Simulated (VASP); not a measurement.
Al3BAs4:

```
Al B As
1.0
     3.75755    0.00000    0.00000
     0.00000    7.51509    0.00000
     0.00000    0.00000    5.31397
Al B As
3 1 4
Direct
  0.00000 0.00000 0.00000
  0.50000 0.75000 0.50000
  0.50000 0.25000 0.50000
  0.00000 0.50000 0.00000
  0.00000 0.25000 0.25000
  0.00000 0.75000 0.25000
  0.50000 0.00000 0.75000
  0.50000 0.50000 0.75000
```

- Program: VASP 6.6.1
- Task: relaxation of cell and atoms
- Functional: PBE
- Potentials or basis: VASP PAW PBE potentials, release 64 (Al, B, As)
- Cutoff: 600 eV
- k mesh: 4 × 2 × 4
- Occupations: gaussian, width 0.1 eV
- Spin: no spin polarisation

At the start: pressure 14.0 GPa; volume 18.76 Å³/atom.

Q: How do energy, volume and symmetry change on relaxing?

A: Over 14 steps the energy falls by 237.6 meV/atom and the volume is 20.99 Å³/atom (+11.9 %); space group Pmm2 (No. 25, to 0.1 Å) before and after.

Step by step:
```csv
step,energy change (eV),largest force (eV/Å),pressure (GPa),volume (Å³)
1,0.0000,3.4680,14.04,150.06
2,-1.1955,0.6972,-6.57,188.65
3,-1.4441,1.2606,-2.33,175.64
4,-1.7097,0.7109,-1.26,171.69
5,-1.8178,0.6576,0.44,167.24
6,-1.8186,0.6485,0.27,167.63
7,-1.8685,0.3662,0.06,167.84
8,-1.8820,0.3196,-0.07,168.01
9,-1.8915,0.2455,0.02,167.76
10,-1.8915,0.2476,0.03,167.75
11,-1.8972,0.1428,0.03,167.75
12,-1.8980,0.1973,0.03,167.74
13,-1.9007,0.0517,0.01,167.87
14,-1.9009,0.0389,0.01,167.93
```

Final structure:
```
Al B As
1.0
     3.88400    0.00000    0.00000
     0.00000    7.84109    0.00000
     0.00000    0.00000    5.51392
Al B As
3 1 4
Direct
  0.00000 0.00000 0.99544
  0.50000 0.73212 0.50168
  0.50000 0.26788 0.50168
  0.00000 0.50000 0.01128
  0.00000 0.27731 0.22931
  0.00000 0.72269 0.22931
  0.50000 0.00000 0.72743
  0.50000 0.50000 0.80388
```
